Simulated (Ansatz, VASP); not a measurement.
**SbTe2O3 in VASP and in Ansatz**

```
Sb Te O
1.0
     4.66014    0.00000    0.00000
     0.00000    4.66014    0.00000
     0.00000    0.00000    5.21572
Sb Te O
1 2 3
Direct
  0.00000 0.00000 0.32497
  0.50000 0.00000 0.84369
  0.00000 0.50000 0.84369
  0.50000 0.00000 0.22523
  0.00000 0.50000 0.22523
  0.50000 0.50000 0.83164
```

Alike in both runs: functional PBE; k mesh 4 × 4 × 4; occupations gaussian, width 0.1 eV; no spin polarisation.

Ansatz relaxed the structure, and its values are those at the end. VASP's run is a single point on that final structure, the one shown.

```csv
,VASP,Ansatz
version,VASP 6.6.1,Ansatz 0.2.0
potentials or method,"VASP PAW PBE potentials, release 64 (Sb, Te, O), cutoff 520 eV","scalar-relativistic, plane waves, PAW"
valence electrons in the cell,35,65
```

```csv
,VASP,Ansatz,Ansatz less VASP
gap on the k mesh at the Fermi level (eV),none,none,-
pressure (GPa),-0.3,0.1,+0.45
rms of the force components (eV/Å),0.012,0.004,-0.0076
```

A gap of «none» marks a metal or a gap that the smearing closes. VASP's potentials hold 35 valence electrons a cell and Ansatz's 65, so a difference there can come from the potentials and not from the codes.

Neither program's run includes spin-orbit coupling.
